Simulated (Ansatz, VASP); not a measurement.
Two plane-wave programs on Cu

INCAR

```
SYSTEM = Cu
ALGO = Normal
EDIFF = 1E-6
ENCUT = 520
GGA = CA
ISIF = 2
ISMEAR = 0
LASPH = .True.
LCHARG = .True.
LELF = .True.
LREAL = .False.
LVHAR = .True.
LWAVE = .False.
NBANDS = 12
NELM = 100
PREC = Accurate
SIGMA = 0.15
```

File KPOINTS:

```
k-points
0
Gamma
  24 24 24
  0 0 0
```

File POSCAR:

```
Cu
1.0
   -1.4808098187      1.4808098187      1.2709790674
    1.4808098187     -1.4808098187      1.2709790674
    1.4808098187      1.4808098187     -1.2709790674
Cu
1
Direct
    0.0000000000      0.0000000000      0.0000000000
```

Input for Ansatz:

```yaml
crystal:
  lattice:
    - [-1.4808098187, 1.4808098187, 1.2709790674]
    - [1.4808098187, -1.4808098187, 1.2709790674]
    - [1.4808098187, 1.4808098187, -1.2709790674]
  atoms:
    - { symbol: Cu, position: [0.0, 0.0, 0.0] }
basis:
  ecutwfc: 520.0
kpoints:
  mp_grid: { grid: [24, 24, 24] }
hamiltonian:
  xc: lda
  pseudopotentials: { kind: paw, azcp: { folder: soft_1 } }
scf:
  occupations: { method: gaussian, width: 0.15 }
output:
  forces: true
  stress: true
  eigenvalues: true
```

Alike in both runs: task single point; functional LDA; k mesh 24 × 24 × 24; occupations gaussian, width 0.15 eV; no spin polarisation.

```csv
,VASP,Ansatz
version,VASP 6.6.1,Ansatz 0.2.0
potentials or method,"VASP PAW LDA potentials, release 64 (Cu), cutoff 520 eV","scalar-relativistic, plane waves, PAW"
valence electrons in the cell,11,19
```

VASP gave:

```
gap on the k mesh at the Fermi level (eV)                     : none
pressure (GPa)                                                : -1.9
traceless stress, the component that is largest in VASP (GPa) : 2.67
```

Question: What did Ansatz give for the same quantities?

Answer: gap on the k mesh at the Fermi level (eV): none; pressure (GPa): -2.8; traceless stress, the component that is largest in VASP (GPa): 2.62.

Ansatz warns that its potentials were made for another functional, while VASP's fit it. LDA's correlation is that of Perdew and Zunger in VASP and of Perdew and Wang (1992) in Ansatz. A gap of «none» marks a metal or a gap that the smearing closes. VASP's potentials hold 11 valence electrons a cell and Ansatz's 19, so a difference there can come from the potentials and not from the codes.
